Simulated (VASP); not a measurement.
# Mg13Zn3O16 (P1) in VASP: single point with r2SCAN

Aim: the single point of Mg13Zn3O16 with r2SCAN.

All numbers are computed with VASP 6.6.1; they aren't measurements. Logs are shortened: lines on timing, memory, paths and dates and some standing lists are left out, and cuts for length are marked.

### 1 The cell of the first run

The typed cell holds 128 atoms: a = 11.948 Å, b = 11.948 Å, c = 11.948 Å, α = 60.00°, β = 60.00°, γ = 60.00°.

### 2 Single point, r2SCAN

POSCAR reads:

```
Mg13Zn3O16
1.0
    0.0000000000      8.4486910000      8.4486910000
    8.4486910000      0.0000000000      8.4486910000
    8.4486910000      8.4486910000      0.0000000000
O Mg Zn
64 52 12
Direct
    0.3762710000      0.1266990000      0.1240430000
    0.8734030000      0.1262800000      0.1243780000
    0.1234410000      0.3765540000      0.3734680000
    0.3752720000      0.6246580000      0.1250510000
    0.3769100000      0.1248110000      0.6255680000
    0.6253180000      0.3748610000      0.3753830000
[... 120 lines left out ...]
    0.9994830000      0.7511820000      0.7491230000
    0.5010270000      0.7505180000      0.7499740000
```

INCAR.step1 reads:

```
SYSTEM = Mg13Zn3O16
  PREC = Accurate
  ENCUT = 660
  ISMEAR = -1
  SIGMA = 0.05
  LREAL = Auto
  LASPH = .True.
  NELM = 120
  NBANDS = 386
  GGA = PE
  ALGO = Normal
  EDIFF = 1E-5
  LWAVE = .True.
  LCHARG = .False.
  GGA_COMPAT = .False.
  NCORE = 4
```

INCAR.step2 reads:

```
SYSTEM = Mg13Zn3O16
  PREC = Accurate
  ENCUT = 660
  EDIFF = 1E-6
  ISMEAR = -1
  SIGMA = 0.05
  LREAL = Auto
  LASPH = .True.
  NELM = 120
  ALGO = Normal
  ISIF = 2
  LWAVE = .False.
  LCHARG = .False.
  METAGGA = R2SCAN
  LMIXTAU = .True.
  NBANDS = 386
  ISTART = 1
  GGA_COMPAT = .False.
  NCORE = 4
```

KPOINTS reads:

```
regular mesh
0
Gamma
  1 1 1
  0 0 0
```

Potentials or basis: VASP PAW PBE potentials, release 64 (O, Mg, Zn).

On the command line:

```
cat potpaw_PBE.64/O/POTCAR potpaw_PBE.64/Mg/POTCAR potpaw_PBE.64/Zn/POTCAR > POTCAR
cp INCAR.step1 INCAR
mpirun -np 4 vasp_gam > vasp.out
cp INCAR.step2 INCAR
mpirun -np 4 vasp_gam > vasp.out
```

OUTCAR:

```text
SYSTEM = Mg13Zn3O16
   PREC = Accurate
   ENCUT = 660
   EDIFF = 1E-6
   ISMEAR = -1
   LREAL = Auto
   LASPH = .True.
   NELM = 120
   ISIF = 2
   METAGGA = R2SCAN
   ISTART = 1

 ion  position               nearest neighbor table
   1  0.376  0.127  0.124-  92 2.09  68 2.11  77 2.11  66 2.11  78 2.12 123 2.14
   2  0.873  0.126  0.124-  79 2.10  70 2.11  93 2.11  91 2.11  65 2.11 121 2.13
   3  0.123  0.377  0.373-  80 2.10  68 2.11  95 2.11  96 2.11  71 2.11 122 2.14
   4  0.375  0.625  0.125-  69 2.10  97 2.11  96 2.11  81 2.11  83 2.11  72 2.12
   5  0.377  0.125  0.626-  85 2.10  98 2.10 118 2.11 119 2.11 124 2.14 122 2.14
   6  0.625  0.375  0.375-  86 2.11  99 2.11  83 2.11  98 2.11  73 2.11  70 2.11
[... 172 lines left out ...]
 122  0.250  0.250  0.500-  52 2.13  22 2.13  53 2.13   3 2.14   5 2.14  18 2.14 107 2.97 113 2.98
                           112 2.98  71 2.98  96 2.98 108 2.98  68 2.98  95 2.99  98 2.99 118 2.99
 123  0.251  0.999  0.251-  38 2.13   1 2.14  58 2.14  33 2.14   9 2.14  49 2.14 114 2.98  78 2.98
                            66 2.98  67 2.98  72 2.98  68 2.98 105 2.99  88 2.99 107 2.99 125 2.99
 124  0.249  1.000  0.751-  52 2.13  39 2.13  15 2.13  63 2.13  46 2.13   5 2.14 112 2.98  81 2.98
                            65 2.98  75 2.98 107 2.98  85 2.99  82 2.99 105 2.99 128 2.99 119 2.99
 125  0.999  0.249  0.252-  20 2.12  17 2.13  33 2.13  49 2.13  56 2.14  36 2.14  67 2.97  70 2.98
                            95 2.98  86 2.98 121 2.98  99 2.99  91 2.99  68 2.99  80 2.99 123 2.99
 126  0.251  0.499  0.002-  17 2.11  30 2.12  34 2.13  45 2.13  51 2.13  59 2.14  96 2.97  69 2.98
                            92 2.98  68 2.98  81 2.98  77 2.98  80 2.98  89 2.99  94 2.99 102 2.99
 127  0.999  0.751  0.749-  48 2.12  45 2.13  29 2.13  57 2.13  64 2.14  32 2.14  82 2.97 101 2.97
                           100 2.98  67 2.98  76 2.98  87 2.98  88 2.98  84 2.99 102 2.99  94 2.99
 128  0.501  0.751  0.750-  31 2.12  30 2.12  46 2.13  63 2.13  47 2.13  60 2.14  90 2.97  85 2.97
                            76 2.98 118 2.98  97 2.98  81 2.99 104 2.99 103 2.99 124 2.99  69 2.99

  LATTYP: Found a face centered cubic cell.
 ALAT       =    16.8973820000

  Lattice vectors:

 A1 = (   0.0000000000,   8.4486910000,   8.4486910000)
 A2 = (   8.4486910000,   0.0000000000,   8.4486910000)
 A3 = (   8.4486910000,   8.4486910000,   0.0000000000)

Analysis of symmetry for initial positions (statically):
=====================================================================
 Subroutine PRICEL returns:
 Original cell was already a primitive cell.

 Routine SETGRP: Setting up the symmetry group for a
 face centered cubic supercell.

 Subroutine GETGRP returns: Found  1 space group operations
 (whereof  1 operations were pure point group operations)
 out of a pool of 48 trial point group operations.

The static configuration has the point symmetry C_1 .

Analysis of symmetry for dynamics (positions and initial velocities):
=====================================================================
[... 225 lines left out ...]
   EFERMI_NEDOS =   21; number of points for ismear=-14 and -15
   IALGO  =     38    algorithm
   IMIX   =      4    mixing-type and parameters
     AMIX     =   0.40;   BMIX     =  1.00
     AMIX_MAG =   1.60;   BMIX_MAG =  1.00
  volume/ion in A,a.u.               =       9.42        63.59
  Fermi-wavevector in a.u.,A,eV,Ry     =   1.319819  2.494097 23.700296  1.741923
  Thomas-Fermi vector in A             =   2.449690
   LORBIT       =      0    0 simple, 1 ext, 2 COOP (PROOUT), +10 PAW based schemes
   METAGGA = R2SCAN    functional components
   LHFCALC =     F    Hartree Fock is set to
   AEXX    =    0.0000 exact exchange contribution
   IVDW    =     0    specifies the selected vdW correction
   LEPSILON=     F    determine dielectric tensor
   LRPA    =     F    only Hartree local field effects (RPA)
 non-spin polarized calculation
  energy-cutoff  :      660.00
  volume of cell :     1206.14
 maximum number of plane-waves:     23184
 NGX is ok and might be reduce to    96
   NGX = 51   NGY = 51   NGZ = 51

 number of electron     631.9999981 magnetization

 Free energy of the ion-electron system (eV)
  ---------------------------------------------------
  ext. energy  EPLUGINS =         0.00000000
  ---------------------------------------------------
  free energy    TOTEN  =     -1055.59172062 eV

  energy without entropy =    -1055.59172062  energy(sigma->0) =    -1055.59172062

 E-fermi :   4.3398     XC(G=0): -11.8800

 val. band max:        3.0905236709   @ k =   0.0000   0.0000   0.0000
 cond. band min:       7.1956544086   @ k =   0.0000   0.0000   0.0000
 fundamental gap:      4.1051307377
 Fermi energy:         4.3398364225

 k-point     1 :       0.0000    0.0000    0.0000
  band No.  band energies     occupation
      1     -15.7699      2.00000
      2     -15.3176      2.00000
      3     -15.2452      2.00000
      4     -15.2259      2.00000
      5     -15.1926      2.00000
      6     -15.1583      2.00000
[... 320 lines left out ...]
    327      10.3526      0.00000
    328      10.4396      0.00000
 [bands above 328 left out]

------------------------ aborting loop because EDIFF is reached ----------------------------------------

  FORCE on cell =-STRESS in cart. coord.  units (eV):
  Direction    XX          YY          ZZ          XY          YZ          ZX
  --------------------------------------------------------------------------------------
  -------------------------------------------------------------------------------------
  Total      -13.6986166    -13.5748320    -13.6116629     -0.2139145     -0.2071275      0.0823783
  in kB      -18.1965485    -18.0321192    -18.0810435     -0.2841531     -0.2751377      0.1094272
  external PRESSURE =     -18.1032370 kB  Pullay stress =       0.0000000 kB

 VOLUME and BASIS-vectors are now :
 -----------------------------------------------------------------------------
  energy-cutoff  :      660.00
  volume of cell :     1206.14
      direct lattice vectors                 reciprocal lattice vectors
     0.000000000  8.448691000  8.448691000    -0.059180765  0.059180765  0.059180765
     8.448691000  0.000000000  8.448691000     0.059180765 -0.059180765  0.059180765
     8.448691000  8.448691000  0.000000000     0.059180765  0.059180765 -0.059180765

 POSITION                                       TOTAL-FORCE (eV/Angst)
 -----------------------------------------------------------------------------------
      2.11844      4.22700      4.24944        -0.003927     -0.014006      0.068865
      2.11773      8.42994      8.44601         0.005496     -0.061157      0.008347
      6.33670      4.19823      4.22430         0.005097     -0.064203      0.010428
      6.33406      4.22707      8.44810        -0.007130     -0.004288      0.000288
      6.33972      8.46963      4.23889        -0.009529      0.096194      0.090000
      6.33858      8.45461      8.45020        -0.003901      0.008311     -0.000184
[... 120 lines left out ...]
     12.67561     14.77343     14.79083         0.004337     -0.022428      0.007604
     12.67719     10.56932     10.57392         0.000216      0.016296      0.006836
 -----------------------------------------------------------------------------------
    total drift:                                0.074122      0.063404     -0.016289

  FREE ENERGIE OF THE ION-ELECTRON SYSTEM (eV)
  ---------------------------------------------------
  free  energy   TOTEN  =     -1055.5917206171 eV

  energy  without entropy=    -1055.5917206171  energy(sigma->0) =    -1055.59172062
```

OUTCAR.step1:

```text
SYSTEM = Mg13Zn3O16
   PREC = Accurate
   ENCUT = 660
   ISMEAR = -1
   LREAL = Auto
   LASPH = .True.
   NELM = 120
[... 844 lines left out ...]
      6.33858      8.45461      8.45020        -0.002899      0.006752     -0.001403
[... 120 lines left out ...]
     12.67561     14.77343     14.79083         0.000742     -0.020249      0.001547
     12.67719     10.56932     10.57392        -0.009201      0.008821     -0.002580
 -----------------------------------------------------------------------------------
    total drift:                                0.017323      0.024989     -0.010103

  FREE ENERGIE OF THE ION-ELECTRON SYSTEM (eV)
  ---------------------------------------------------
  free  energy   TOTEN  =      -722.1717738430 eV

  energy  without entropy=     -722.1717738430  energy(sigma->0) =     -722.17177384
```

Run time: 18 min. Hardware: 4 MPI ranks of AMD EPYC 7R13 (Zen 3), shared host; peak memory 0.68 GiB.

What came out:

| Quantity | Value |
| --- | --- |
| Free energy | -1055.5917 eV |
| Pressure | -1.8 GPa |
| Largest force | 0.178 eV/Å |
| Band gap on the k mesh | 4.11 eV |

Forces in eV/Å, atoms in the order of the input:
```
O   -0.004 -0.014  0.069
O    0.005 -0.061  0.008
O    0.005 -0.064  0.010
O   -0.007 -0.004  0.000
O   -0.010  0.096  0.090
O   -0.004  0.008  0.000
O   -0.010  0.006 -0.003
O    0.001  0.000 -0.007
O    0.011  0.088 -0.089
O   -0.008 -0.001  0.015
O    0.005 -0.001  0.002
O    0.010  0.009  0.002
O    0.004 -0.005 -0.001
O    0.008 -0.003 -0.001
O   -0.005  0.006 -0.068
O   -0.005 -0.007 -0.002
O   -0.018  0.105 -0.012
O   -0.071 -0.087  0.002
O    0.001 -0.001  0.012
O    0.081  0.003 -0.085
O   -0.059  0.006  0.010
O    0.083 -0.094 -0.010
O    0.005 -0.003  0.010
O    0.017 -0.077  0.004
O   -0.005  0.076 -0.009
O    0.002  0.006 -0.002
O   -0.008  0.075 -0.004
O   -0.005 -0.001  0.006
O   -0.005 -0.011  0.085
O    0.000 -0.002 -0.002
O   -0.011  0.087  0.080
O    0.010 -0.072 -0.078
O    0.080  0.094 -0.011
O    0.001  0.071 -0.005
O   -0.008 -0.008  0.075
O    0.014 -0.073 -0.087
O    0.003 -0.002  0.004
O   -0.066  0.010  0.001
O    0.091 -0.002 -0.095
O   -0.013 -0.006  0.059
O    0.010  0.000 -0.064
O   -0.001 -0.001  0.076
O   -0.002  0.000  0.004
O   -0.003 -0.002 -0.004
O   -0.015 -0.006  0.095
O   -0.079 -0.084 -0.090
O   -0.004  0.073 -0.013
O    0.000 -0.065  0.012
O   -0.099 -0.100  0.109
O   -0.010  0.010 -0.007
O    0.070 -0.013 -0.009
O    0.017 -0.068 -0.070
O    0.001  0.001  0.066
O   -0.001  0.006  0.000
O    0.013 -0.009 -0.003
O    0.074 -0.015  0.002
O   -0.071  0.014  0.001
O   -0.019  0.072  0.009
O   -0.070  0.000 -0.007
O   -0.077  0.002  0.008
O   -0.008 -0.003 -0.068
O   -0.002  0.014  0.006
O    0.079  0.066 -0.003
O    0.069  0.003 -0.010
Mg   0.001 -0.015 -0.013
Mg  -0.013 -0.001  0.017
Mg   0.023  0.014 -0.014
Mg  -0.003  0.008  0.013
Mg  -0.001  0.039  0.001
Mg   0.014 -0.034 -0.010
Mg   0.008 -0.023 -0.002
Mg  -0.025  0.011 -0.008
Mg   0.003 -0.001  0.005
Mg  -0.003  0.002 -0.003
Mg  -0.021 -0.023 -0.002
Mg  -0.002 -0.005 -0.003
Mg  -0.022  0.014 -0.006
Mg   0.019 -0.016  0.011
Mg  -0.004  0.013  0.000
Mg   0.029  0.047  0.006
Mg   0.034  0.016 -0.019
Mg   0.011 -0.022  0.001
Mg   0.005 -0.002 -0.012
Mg   0.002 -0.032 -0.006
Mg   0.009  0.028  0.032
Mg   0.005 -0.003 -0.012
Mg  -0.025 -0.035 -0.013
Mg  -0.006  0.002 -0.002
Mg  -0.032 -0.003  0.005
Mg  -0.010  0.026  0.030
Mg  -0.025 -0.014 -0.019
Mg  -0.012  0.014 -0.016
Mg  -0.003 -0.021  0.018
Mg   0.028 -0.001  0.041
Mg  -0.007  0.009 -0.014
Mg   0.008 -0.003  0.002
Mg   0.021  0.001  0.000
Mg   0.001  0.012  0.033
Mg   0.013 -0.015 -0.031
Mg   0.012 -0.009  0.002
Mg  -0.014  0.004 -0.002
Mg  -0.024 -0.001  0.033
Mg   0.002 -0.025 -0.033
Mg  -0.012  0.008 -0.001
Mg  -0.019  0.014  0.005
Mg  -0.013 -0.016  0.014
Mg  -0.015 -0.012 -0.048
Mg  -0.012 -0.028  0.027
Mg  -0.002 -0.026 -0.007
Mg   0.011  0.035 -0.010
Mg  -0.028  0.011 -0.006
Mg   0.031 -0.025 -0.022
Mg   0.025 -0.021  0.027
Mg  -0.015  0.003 -0.017
Mg   0.012  0.015  0.026
Mg  -0.003  0.007 -0.013
Zn   0.005 -0.010 -0.004
Zn  -0.004 -0.002  0.001
Zn   0.023  0.020  0.005
Zn   0.014  0.013 -0.007
Zn  -0.004 -0.001 -0.012
Zn   0.001 -0.014  0.003
Zn   0.004  0.014  0.012
Zn   0.002  0.006 -0.013
Zn   0.006 -0.002 -0.010
Zn   0.006  0.021  0.005
Zn   0.004 -0.022  0.008
Zn   0.000  0.016  0.007
```

Caveat: the k points lie up to 0.64 Å⁻¹ apart; the PAW data sets were made with another functional, which shifts forces and pressure a little.
